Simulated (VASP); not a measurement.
## Bi2Te3: single point with PBE

Bi2Te3:

```
Bi Te
1.0
     5.85722    0.00000    0.00000
     0.00000    5.85722    0.00000
     0.00000    0.00000    5.85722
Bi Te
2 3
Direct
  0.00000 0.00000 0.00000
  0.50000 0.50000 0.50000
  0.00000 0.50000 0.50000
  0.50000 0.00000 0.50000
  0.50000 0.50000 0.00000
```

| Property | Result |
| --- | --- |
| Program | VASP 6.6.1 |
| Task | single point |
| Functional | PBE |
| Potentials or basis | VASP PAW PBE potentials, release 64 (Bi_d, Te) |
| Cutoff | 520 eV |
| k mesh | 6 × 6 × 6 |
| Occupations | gaussian, width 0.1 eV |
| Spin | no spin polarisation |
| Dipole correction | no |
| k mesh for the DOS | 9 × 9 × 9 |
| Occupations for the DOS | tetrahedron |
| Further INCAR settings | ALGO = Normal; EDIFF = 1e-06 |

```json
{
  "Valence electrons inside the program's atomic spheres": "Bi 12.46, 12.81; Te 3.33"
}
```

Levels at points of the mesh, in eV from the Fermi level:
| k point | band 20 | band 21 | band 22 | band 23 | band 24 | band 25 | band 26 | band 27 | band 28 |
| --- | --- | --- | --- | --- | --- | --- | --- | --- | --- |
| (0.00, 0.00, 0.00) | -1.47 | -1.47 | -0.78 | -0.78 | -0.78 | 1.13 | 1.13 | 1.13 | 4.23 |

It took 2 min on 1 thread of Intel(R) Xeon(R) 6975P-C (Granite Rapids), with other jobs on the host, peak memory 0.4 GiB.

Caveat: spin-orbit coupling is left out, which moves the levels of the heavy elements.
